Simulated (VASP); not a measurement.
A run of VASP 6.6.1:

Contents of INCAR:

```
PREC = Accurate
ENCUT = 520
EDIFF = 1E-6
ISMEAR = 0
SIGMA = 0.15
LREAL = False
LASPH = True
NELM = 80
ALGO = Normal
ISIF = 2
LWAVE = False
LCHARG = False
GGA = PE
NBANDS = 22
```

Contents of KPOINTS:

```
regular mesh
0
Gamma
  18 18 10
```

The input POSCAR:

```
Rh
1.0
    2.6976000000      0.0000000000      0.0000000000
   -1.3488000000      2.3361901292      0.0000000000
    0.0000000000      0.0000000000      4.1045000000
Rh
2
Direct
    0.6666666667      0.3333333333      0.7500000000
    0.3333333333      0.6666666667      0.2500000000
```

Potentials or basis: VASP PAW PBE potentials, release 64 (Rh_pv).

Run with:

```console
$ cat potpaw_PBE.64/Rh_pv/POTCAR > POTCAR
$ mpirun -np 1 vasp_std > vasp.out
```

Hardware: 1 thread of Intel(R) Xeon(R) 6975P-C (Granite Rapids) (shared host).

Question: Estimate the wall time of this run.

Answer: It took 32 s on 1 thread of Intel(R) Xeon(R) 6975P-C (Granite Rapids) (shared host), peak memory 0.21 GiB. Counts: scf iterations 11, k points 222.
